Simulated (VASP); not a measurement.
A run of VASP 6.6.1 is set up as follows.

Contents of INCAR:

```
PREC = Accurate
ENCUT = 600
EDIFF = 1E-6
ISMEAR = -1
SIGMA = 0.05
LREAL = F
LASPH = T
NELM = 120
ALGO = Normal
ISIF = 2
LWAVE = F
LCHARG = F
GGA = PS
NBANDS = 23
GGA_COMPAT = F
```

File KPOINTS:

```
Automatic mesh
0
Gamma
  18 18 10
```

The input POSCAR:

```
Ru
1.0
    2.4022562602      0.0000000000      0.0000000000
   -1.2011281301      2.0804149477      0.0000000000
    0.0000000000      0.0000000000      3.8375947298
Ru
2
Direct
    0.3333333333      0.6666666667      0.2500000000
    0.6666666667      0.3333333333      0.7500000000
```

Potentials or basis: VASP PAW PBE potentials, release 64 (Ru_sv).

Launch:

```sh
$ cat potpaw_PBE.64/Ru_sv/POTCAR > POTCAR
$ mpirun -np 1 vasp_std > vasp.out
```

Problem. What does it give for the band gap on the k mesh?

Solution. Zero (band 16 reaches 26.06 eV, above the bottom of band 17 at 20.66 eV).

Problem. Predict the pressure.

Solution. 243.3 GPa.

Stress tensor (GPa, compression positive):
```
243.44   0.00   0.00
  0.00 243.44   0.00
  0.00   0.00 243.17
```

Caveat: the PAW data sets were made with another functional, which shifts forces and pressure a little.
